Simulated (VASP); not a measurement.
# HfN (Fm-3m) in VASP: a series of runs

Runs on HfN. Level: LDA. Tasks: single point.

Everything below comes from runs of VASP 6.6.1. Logs are shortened: lines on timing, memory, paths and dates and some standing lists are left out, and cuts for length are marked.

### Step 1. The cell of the first run

Symmetry: Fm-3m, No. 225, cubic system. The conventional cell has a = 4.503 Å, b = 4.503 Å, c = 4.503 Å, α = 90.00°, β = 90.00°, γ = 90.00°. Within 3.0 Å of Hf (site symmetry m-3m) lie 6 N at 2.25 Å. Within 3.0 Å of N (site symmetry m-3m) lie 6 Hf at 2.25 Å.

### Step 2. Single point, LDA (volume scaled by 0.99)

File INCAR:

```
PREC = Accurate ; ENCUT = 520
EDIFF = 1E-7 ; ISMEAR = -1
SIGMA = 0.03 ; LREAL = False
LASPH = True ; NELM = 60
ALGO = Normal ; ISIF = 2
LWAVE = False ; LCHARG = True
GGA = CA ; LELF = True
LVHAR = True ; NBANDS = 14
```

File KPOINTS:

```
Automatic mesh
0
Gamma
  10 10 10
```

File POSCAR:

```
HfN
1.0
    0.0000000000      2.2514447596      2.2514447596
    2.2514447596      0.0000000000      2.2514447596
    2.2514447596      2.2514447596      0.0000000000
Hf N
1 1
Direct
    0.0000000000      0.0000000000      0.0000000000
    0.5000000000      0.5000000000      0.5000000000
```

Potentials or basis: VASP PAW LDA potentials, release 64 (Hf_pv, N).

Launch:

```sh
$ cat potpaw_LDA.64/Hf_pv/POTCAR potpaw_LDA.64/N/POTCAR > POTCAR
$ mpirun -np 1 vasp_std > vasp.out
```

OUTCAR:

```text
PREC = Accurate
   ENCUT = 520
   EDIFF = 1E-7
   ISMEAR = -1
   LREAL = False
   LASPH = True
   NELM = 60
   ISIF = 2
   GGA = CA

 ion  position               nearest neighbor table
   1  0.000  0.000  0.000-   2 2.25   2 2.25   2 2.25   2 2.25   2 2.25   2 2.25
   2  0.500  0.500  0.500-   1 2.25   1 2.25   1 2.25   1 2.25   1 2.25   1 2.25

  LATTYP: Found a face centered cubic cell.
 ALAT       =     4.5028895192

  Lattice vectors:

 A1 = (   0.0000000000,   2.2514447596,   2.2514447596)
 A2 = (   2.2514447596,   0.0000000000,   2.2514447596)
 A3 = (   2.2514447596,   2.2514447596,   0.0000000000)

Analysis of symmetry for initial positions (statically):
=====================================================================
 Subroutine PRICEL returns:
 Original cell was already a primitive cell.

 Routine SETGRP: Setting up the symmetry group for a
 face centered cubic supercell.

 Subroutine GETGRP returns: Found 48 space group operations
[... 9 lines left out ...]

 Routine SETGRP: Setting up the symmetry group for a
 face centered cubic supercell.

 Subroutine GETGRP returns: Found 48 space group operations
[... 11 lines left out ...]
                                     Primitive cell

  volume of cell :      22.8252

  direct lattice vectors                    reciprocal lattice vectors
     0.000000000  2.251444760  2.251444760    -0.222079621  0.222079621  0.222079621
     2.251444760  0.000000000  2.251444760     0.222079621 -0.222079621  0.222079621
     2.251444760  2.251444760  0.000000000     0.222079621  0.222079621 -0.222079621

  length of vectors
     3.184023714  3.184023714  3.184023714     0.384653188  0.384653188  0.384653188

  position of ions in fractional coordinates (direct lattice)
     0.000000000  0.000000000  0.000000000
     0.500000000  0.500000000  0.500000000

  ion indices of the primitive-cell ions
   primitive index   ion index
                 1           1
                 2           2

----------------------------------------------------------------------------------------

 KPOINTS: Automatic mesh

Automatic generation of k-mesh.
 Grid dimensions read from file:
 generate k-points for:   10   10   10

 Generating k-lattice:

  Cartesian coordinates                     Fractional coordinates (reciprocal lattice)
    -0.022207962  0.022207962  0.022207962     0.100000000  0.000000000  0.000000000
     0.022207962 -0.022207962  0.022207962     0.000000000  0.100000000  0.000000000
     0.022207962  0.022207962 -0.022207962     0.000000000  0.000000000  0.100000000

  Length of vectors
     0.038465319  0.038465319  0.038465319

  Shift w.r.t. Gamma in fractional coordinates (k-lattice)
     0.000000000  0.000000000  0.000000000

 Subroutine IBZKPT returns following result:
 ===========================================

 Found     47 irreducible k-points:

 Following reciprocal coordinates:
            Coordinates               Weight
  0.000000  0.000000  0.000000      1.000000
  0.100000  0.000000  0.000000      8.000000
  0.200000  0.000000  0.000000      8.000000
  0.300000  0.000000  0.000000      8.000000
  0.400000  0.000000  0.000000      8.000000
  0.500000  0.000000  0.000000      4.000000
[... 16 lines left out ...]
  0.300000  0.300000  0.000000      6.000000
  0.400000  0.300000  0.000000     24.000000
 [... further k-points ...]
   k-points           NKPTS =     47   k-points in BZ     NKDIM =     47   number of bands    NBANDS=     14
   number of dos      NEDOS =    301   number of ions     NIONS =      2
   total plane-waves  NPLWV =  13824
   dimension x,y,z NGX =    24 NGY =   24 NGZ =   24
   dimension x,y,z NGXF=    48 NGYF=   48 NGZF=   48
   ions per type =               1   1
   NGX,Y,Z   is equivalent  to a cutoff of  12.53, 12.53, 12.53 a.u.
   NGXF,Y,Z  is equivalent  to a cutoff of  25.06, 25.06, 25.06 a.u.
 SYSTEM =  unknown system
   PREC   = accura    normal or accurate (medium, high low for compatibility)
   ISTART =      0    job   : 0-new  1-cont  2-samecut
   ICHARG =      2    charge: 1-file 2-atom 10-const
   ISPIN  =      1    spin polarized calculation?
   LNONCOLLINEAR =      F non collinear calculations
   LSORBIT =      F    spin-orbit coupling
   LASPH  =      T    aspherical Exc in radial PAW
   ENCUT  =  520.0 eV  38.22 Ry    6.18 a.u.   5.92  5.92  5.92*2*pi/ulx,y,z
   NELM   =     60;   NELMIN=  2; NELMDL= -5     # of ELM steps
   EDIFF  = 0.1E-06   stopping-criterion for ELM
   LREAL  =      F    real-space projection
   EDIFFG = 0.1E-05   stopping-criterion for IOM
   NSW    =      0    number of steps for IOM
   IBRION =     -1    ionic relax: 0-MD 1-quasi-New 2-CG
   NFREE  =      0    steps in history (QN), initial steepest desc. (CG)
   ISIF   =      2    stress and relaxation
   ISYM   =      2    0-nonsym 1-usesym 2-fastsym
   POTIM  = 0.5000    time-step for ionic-motion
   TEBEG  =    0.0;   TEEND  =   0.0 temperature during run
   PSTRESS=    0.0 pullay stress
   NELECT =      15.0000    total number of electrons
   NUPDOWN=      -1.0000    fix difference up-down
   EMIN   =  10.00;   EMAX   =-10.00  energy-range for DOS
   EFERMI =   0.00;   METHOD = LEGACY
   ISMEAR =    -1;   SIGMA  =   0.03  broadening in eV -4-tet -1-fermi 0-gaus
   EFERMI_NEDOS =   21; number of points for ismear=-14 and -15
   IALGO  =     38    algorithm
   IMIX   =      4    mixing-type and parameters
     AMIX     =   0.40;   BMIX     =  1.00
     AMIX_MAG =   1.60;   BMIX_MAG =  1.00
  volume/ion in A,a.u.               =      11.41        77.02
  Fermi-wavevector in a.u.,A,eV,Ry     =   1.423314  2.689673 27.562979  2.025822
  Thomas-Fermi vector in A             =   2.543924
   LORBIT       =      0    0 simple, 1 ext, 2 COOP (PROOUT), +10 PAW based schemes
   GGA     = CA    functional components
   LHFCALC =     F    Hartree Fock is set to
   AEXX    =    0.0000 exact exchange contribution
   IVDW    =     0    specifies the selected vdW correction
   LEPSILON=     F    determine dielectric tensor
   LRPA    =     F    only Hartree local field effects (RPA)
 non-spin polarized calculation
  energy-cutoff  :      520.00
  volume of cell :       22.83
 maximum number of plane-waves:       636
   NGX = 11   NGY = 11   NGZ = 11

 number of electron      14.9999998 magnetization

 Free energy of the ion-electron system (eV)
  ---------------------------------------------------
  ext. energy  EPLUGINS =         0.00000000
  ---------------------------------------------------
  free energy    TOTEN  =       -23.84896810 eV

  energy without entropy =      -23.84628984  energy(sigma->0) =      -23.84762897

 E-fermi :   8.3118     XC(G=0): -13.0314

 val. band max:        8.2804686182   @ k =  -0.4000   0.3000   0.0000
 cond. band min:       8.3259489159   @ k =  -0.1000   0.1000   0.0000
 fundamental gap:      0.0454802977
 Fermi energy:         8.3117816204

 k-point     1 :       0.0000    0.0000    0.0000
  band No.  band energies     occupation
      1     -22.6048      2.00000
      2     -22.6048      2.00000
      3     -22.6048      2.00000
      4      -9.0113      2.00000
      5       5.3169      2.00000
      6       5.3169      2.00000
      7       5.3169      2.00000
      8       7.8911      2.00000
      9       7.8911      2.00000
     10       7.8911      2.00000
     11      10.2204      0.00000
     12      10.2204      0.00000
     13      10.3686      0.00000
     14      17.9610      0.00000

 k-point     2 :       0.1000    0.0000    0.0000
  band No.  band energies     occupation
      1     -22.7119      2.00000
      2     -22.6136      2.00000
      3     -22.6136      2.00000
      4      -8.7727      2.00000
      5       4.3949      2.00000
      6       4.7529      2.00000
      7       4.7529      2.00000
      8       8.1414      1.99319
      9       8.2229      1.90180
     10       8.2229      1.90180
     11      10.9799      0.00000
     12      10.9799      0.00000
     13      11.0451      0.00000
     14      18.7322      0.00000

 k-point     3 :       0.2000    0.0000    0.0000
  band No.  band energies     occupation
      1     -22.9810      2.00000
      2     -22.6367      2.00000
      3     -22.6367      2.00000
      4      -8.1312      2.00000
      5       2.7181      2.00000
      6       3.7339      2.00000
      7       3.7339      2.00000
      8       8.5574      0.00056
      9       9.0475      0.00000
     10       9.0475      0.00000
     11      12.4600      0.00000
     12      12.6815      0.00000
     13      12.6815      0.00000
     14      19.6850      0.00000

 k-point     4 :       0.3000    0.0000    0.0000
  band No.  band energies     occupation
      1     -23.2936      2.00000
      2     -22.6649      2.00000
      3     -22.6649      2.00000
      4      -7.2781      2.00000
      5       1.1005      2.00000
      6       2.8463      2.00000
      7       2.8463      2.00000
      8       9.3076      0.00000
      9      10.2169      0.00000
     10      10.2169      0.00000
     11      13.6690      0.00000
     12      14.6267      0.00000
     13      14.6267      0.00000
     14      19.6777      0.00000

 k-point     5 :       0.4000    0.0000    0.0000
  band No.  band energies     occupation
      1     -23.5325      2.00000
      2     -22.6876      2.00000
      3     -22.6876      2.00000
      4      -6.4870      2.00000
      5      -0.1259      2.00000
      6       2.2737      2.00000
      7       2.2737      2.00000
      8      10.5107      0.00000
      9      11.4276      0.00000
     10      11.4276      0.00000
     11      13.7186      0.00000
[... 276 lines left out ...]
 k-point    22 :      -0.2000    0.2000    0.0000
  band No.  band energies     occupation
      1     -23.2366      2.00000
      2     -22.8582      2.00000
      3     -22.6534      2.00000
      4      -7.2193      2.00000
      5       1.0209      2.00000
      6       2.5861      2.00000
      7       3.3554      2.00000
      8       9.3788      0.00000
      9       9.6065      0.00000
     10      11.6209      0.00000
     11      12.0162      0.00000
     12      15.0159      0.00000
     13      16.1077      0.00000
     14      19.6756      0.00000

 k-point    23 :       0.3000    0.3000    0.0000
  band No.  band energies     occupation
      1     -23.2056      2.00000
      2     -22.8206      2.00000
      3     -22.8206      2.00000
      4      -7.6742      2.00000
      5       1.4988      2.00000
      6       4.4731      2.00000
      7       4.4731      2.00000
      8       5.3226      2.00000
      9      11.5220      0.00000
     10      12.2200      0.00000
     11      12.4000      0.00000
     12      12.4000      0.00000
     13      17.3814      0.00000
     14      19.6774      0.00000

 k-point    24 :       0.4000    0.3000    0.0000
  band No.  band energies     occupation
      1     -23.3209      2.00000
      2     -22.8854      2.00000
      3     -22.8545      2.00000
      4      -7.5654      2.00000
      5       1.7341      2.00000
      6       3.7055      2.00000
      7       4.2077      2.00000
      8       5.7939      2.00000
      9      12.3750      0.00000
     10      12.9330      0.00000
     11      13.0636      0.00000
     12      13.2428      0.00000
     13      17.5449      0.00000
     14      19.5642      0.00000

 [... further k-points ...]
[... 5 lines left out ...]
  --------------------------------------------------------------------------------------
  -------------------------------------------------------------------------------------
  Total       -1.1267870     -1.1267870     -1.1267870     -0.0000000     -0.0000000      0.0000000
  in kB      -79.0930903    -79.0930903    -79.0930903     -0.0000000     -0.0000000      0.0000000
  external PRESSURE =     -79.0930903 kB  Pullay stress =       0.0000000 kB

 VOLUME and BASIS-vectors are now :
 -----------------------------------------------------------------------------
  energy-cutoff  :      520.00
  volume of cell :       22.83
      direct lattice vectors                 reciprocal lattice vectors
     0.000000000  2.251444760  2.251444760    -0.222079621  0.222079621  0.222079621
     2.251444760  0.000000000  2.251444760     0.222079621 -0.222079621  0.222079621
     2.251444760  2.251444760  0.000000000     0.222079621  0.222079621 -0.222079621

 POSITION                                       TOTAL-FORCE (eV/Angst)
 -----------------------------------------------------------------------------------
      0.00000      0.00000      0.00000         0.000000      0.000000      0.000000
      2.25144      2.25144      2.25144        -0.000000      0.000000     -0.000000
 -----------------------------------------------------------------------------------
    total drift:                                0.000000     -0.000000     -0.000000

  FREE ENERGIE OF THE ION-ELECTRON SYSTEM (eV)
  ---------------------------------------------------
  free  energy   TOTEN  =       -23.8489680957 eV

  energy  without entropy=      -23.8462898417  energy(sigma->0) =      -23.84762897
```

It took 24 s on 1 thread of Intel Xeon 8259CL, shared host; peak memory 0.14 GiB.

Results:

| Item | Value |
| --- | --- |
| Free energy | -23.8490 eV |
| Pressure | -7.9 GPa |

Caveat: spin-orbit coupling is left out, which moves the levels of the heavy elements.

### Step 3. Single point, LDA (volume scaled by 1.01)

File INCAR:

```
  ALGO = Normal
  EDIFF = 1E-6
  ENCUT = 520
  ISIF = 2
  ISMEAR = -1
  LASPH = T
  LCHARG = T
  LELF = T
  LREAL = F
  LVHAR = T
  LWAVE = F
  NBANDS = 14
  NELM = 60
  PREC = Accurate
  SIGMA = 0.03
```

File KPOINTS:

```
k-points
0
Gamma
  10 10 10
```

File POSCAR:

```
HfN
1.0
    0.0000000000      2.2665050385      2.2665050385
    2.2665050385      0.0000000000      2.2665050385
    2.2665050385      2.2665050385      0.0000000000
Hf N
1 1
Direct
    0.0000000000      0.0000000000      0.0000000000
    0.5000000000      0.5000000000      0.5000000000
```

Potentials or basis: VASP PAW LDA potentials, release 64 (Hf_pv, N).

Launch:

```sh
$ cat potpaw_LDA.64/Hf_pv/POTCAR potpaw_LDA.64/N/POTCAR > POTCAR
$ mpirun -np 1 vasp_std > vasp.out
```

Wall time 22 s (1 thread of Intel Xeon 8259CL, shared host); peak memory 0.14 GiB.

It converged, with:

```
Free energy : -23.8189 eV
Pressure    : -13.1 GPa
```

Levels at points of the mesh, in eV from the Fermi level:
```
           k point  band 6  band 7  band 8  band 9  band 10  band 11
(0.00, 0.00, 0.00)   -2.97   -2.97   -0.41   -0.41    -0.41     1.86
(0.50, 0.00, 0.00)   -6.13   -6.13    3.20    3.59     3.59     4.48
(0.50, 0.50, 0.00)   -3.80   -3.63   -3.63    3.97     5.39     5.39
```

Caveat: spin-orbit coupling is left out, which moves the levels of the heavy elements.

### Step 4. Single point, LDA (volume scaled by 1.02)

File INCAR:

```
ALGO = Normal ; EDIFF = 1E-7
ENCUT = 520 ; ISIF = 2
ISMEAR = -1 ; LASPH = T
LCHARG = T ; LELF = T
LREAL = F ; LVHAR = T
LWAVE = F ; NBANDS = 14
NELM = 80 ; PREC = Accurate
SIGMA = 0.03
```

KPOINTS is that of step 3.

File POSCAR:

```
HfN
1.0
    0.0000000000      2.2739607009      2.2739607009
    2.2739607009      0.0000000000      2.2739607009
    2.2739607009      2.2739607009      0.0000000000
Hf N
1 1
Direct
    0.0000000000      0.0000000000      0.0000000000
    0.5000000000      0.5000000000      0.5000000000
```

Launch:

```sh
$ cat potpaw_LDA.64/Hf_pv/POTCAR potpaw_LDA.64/N/POTCAR > POTCAR
$ mpirun -np 1 vasp_std > vasp.out
```

Wall time 18 s (1 thread of Intel Xeon 8259CL, shared host); peak memory 0.14 GiB.

The run converged. Its results:

```yaml
Free_energy: -23.7984 eV
Pressure: -15.5 GPa
```

Levels at points of the mesh, in eV from the Fermi level:
```
           k point  band 6  band 7  band 8  band 9  band 10  band 11
(0.00, 0.00, 0.00)   -2.96   -2.96   -0.40   -0.40    -0.40     1.77
(0.50, 0.00, 0.00)   -6.08   -6.08    3.16    3.54     3.54     4.43
(0.50, 0.50, 0.00)   -3.76   -3.62   -3.62    3.91     5.32     5.32
```

Caveat: spin-orbit coupling is left out, which moves the levels of the heavy elements.

### Step 5. Single point, LDA (volume scaled by 1.02)

File INCAR:

```
SYSTEM = HfN
  PREC = Accurate
  ENCUT = 520
  EDIFF = 1E-6
  ISMEAR = -1
  SIGMA = 0.03
  LREAL = .FALSE.
  LASPH = .TRUE.
  NELM = 60
  ALGO = Normal
  ISIF = 2
  LWAVE = .FALSE.
  LCHARG = .FALSE.
  NBANDS = 14
```

File KPOINTS:

```
Automatic mesh
0
G
  10 10 10
  0 0 0
```

POSCAR is that of step 4.

Launch:

```sh
$ cat potpaw_LDA.64/Hf_pv/POTCAR potpaw_LDA.64/N/POTCAR > POTCAR
$ mpirun -np 1 vasp_std > vasp.out
```

Run time: 18 s. Hardware: 1 thread of Intel Xeon 8259CL, shared host; peak memory 0.14 GiB.

It converged, with:

| Property | Result |
| --- | --- |
| Free energy | -23.7984 eV |
| Pressure | -15.5 GPa |

Levels at points of the mesh, in eV from the Fermi level:
```csv
k point,band 6,band 7,band 8,band 9,band 10,band 11
"(0.00, 0.00, 0.00)",-2.96,-2.96,-0.40,-0.40,-0.40,1.77
"(0.50, 0.00, 0.00)",-6.08,-6.08,3.16,3.54,3.54,4.43
"(0.50, 0.50, 0.00)",-3.76,-3.62,-3.62,3.91,5.32,5.32
```

Caveat: spin-orbit coupling is left out, which moves the levels of the heavy elements.

### Step 6. Single point, LDA (volume scaled by 1.04)

File INCAR:

```
ALGO = Normal
EDIFF = 1E-6
ENCUT = 520
GGA = CA
ISIF = 2
ISMEAR = -1
LASPH = T
LCHARG = F
LREAL = F
LWAVE = F
NBANDS = 14
NELM = 80
PREC = Accurate
SIGMA = 0.03
```

File KPOINTS:

```
k-points
0
Gamma
  10 10 10
```

File POSCAR:

```
HfN
1.0
    0.0000000000      2.2887270932      2.2887270932
    2.2887270932      0.0000000000      2.2887270932
    2.2887270932      2.2887270932      0.0000000000
Hf N
1 1
Direct
    0.0000000000      0.0000000000      0.0000000000
    0.5000000000      0.5000000000      0.5000000000
```

Potentials or basis: VASP PAW LDA potentials, release 64 (Hf_pv, N).

Launch:

```sh
$ cat potpaw_LDA.64/Hf_pv/POTCAR potpaw_LDA.64/N/POTCAR > POTCAR
$ mpirun -np 1 vasp_std > vasp.out
```

Wall time 18 s (1 thread of Intel Xeon 8259CL, shared host); peak memory 0.14 GiB.

The run converged. Its results:

```
Free energy : -23.7474 eV
Pressure    : -20.0 GPa
```

Levels at points of the mesh, in eV from the Fermi level:
```tsv
k point	band 5	band 6	band 7	band 8	band 9	band 10	band 11	band 12
(0.00, 0.00, 0.00)	-2.93	-2.93	-2.93	-0.39	-0.39	-0.39	1.59	1.79
(0.50, 0.00, 0.00)	-8.64	-5.98	-5.98	3.07	3.45	3.45	4.33	8.33
(0.50, 0.50, 0.00)	-5.32	-3.67	-3.61	-3.61	3.81	5.17	5.17	5.19
```

Caveat: spin-orbit coupling is left out, which moves the levels of the heavy elements.

### Step 7. Overview

| cell | gap on the mesh (eV) | pressure (GPa) |
| --- | --- | --- |
| a = 3.184 Å, angles 60.0°, 2 atoms | none | -7.9 |
| a = 3.205 Å, angles 60.0°, 2 atoms | none | -13.1 |
| a = 3.216 Å, angles 60.0°, 2 atoms | none | -15.5 |
| a = 3.237 Å, angles 60.0°, 2 atoms | none | -20.0 |

Alike in all rows: task single point; level LDA; potentials or basis VASP PAW LDA potentials, release 64 (Hf_pv, N); no spin polarisation; k mesh 10 × 10 × 10; cutoff (eV) 520; smearing fermi-dirac 0.03 eV.

Caveats: spin-orbit coupling is left out, which moves the levels of the heavy elements.

Total energies depend on the potentials used, so only differences within one code and one set of settings carry meaning.
